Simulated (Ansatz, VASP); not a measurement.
# Two plane-wave programs on LiB2H4

```xyz
7
Lattice="2.4530 0.1685 -0.0684 0.9377 4.2008 0.0316 0.9459 1.9040 5.8975" Properties=species:S:1:pos:R:3 pbc="T T T"
Li    0.4729    0.9520    2.9487
B     1.5825    2.9756    3.6122
B     2.7541    3.2976    2.2486
H     2.7886    2.4705    1.3669
H     1.5479    3.8028    4.4939
H     2.6639    4.3956    1.7105
H     1.6727    1.8777    4.1502
```

Change from the starting cell: the structure that the rattled cell fell into.

Alike in both runs: functional PBE; k mesh 6 × 6 × 4; occupations gaussian, width 0.1 eV; no spin polarisation.

Ansatz relaxed the structure, and its values are those at the end. VASP's run is a single point on that final structure, the one shown.

|  | VASP | Ansatz |
| --- | --- | --- |
| version | VASP 6.6.1 | Ansatz 0.2.0 |
| potentials or method | VASP PAW PBE potentials, release 64 (Li_sv, B, H), cutoff 520 eV | scalar-relativistic, plane waves, PAW |
| valence electrons in the cell | 13 | 13 |

Ansatz gave:

* gap on the k mesh at the Fermi level (eV): none
* rms of the force components (eV/Å): 0.009

**Question.** What did VASP give for the same quantities?

**Answer.** gap on the k mesh at the Fermi level (eV): none; rms of the force components (eV/Å): 0.010.

A gap of «none» marks a metal or a gap that the smearing closes.

The k mesh is coarse, so the values compare programs but aren't converged. Noted on VASP's run: the cutoff is short for stress, so the pressure is rough.
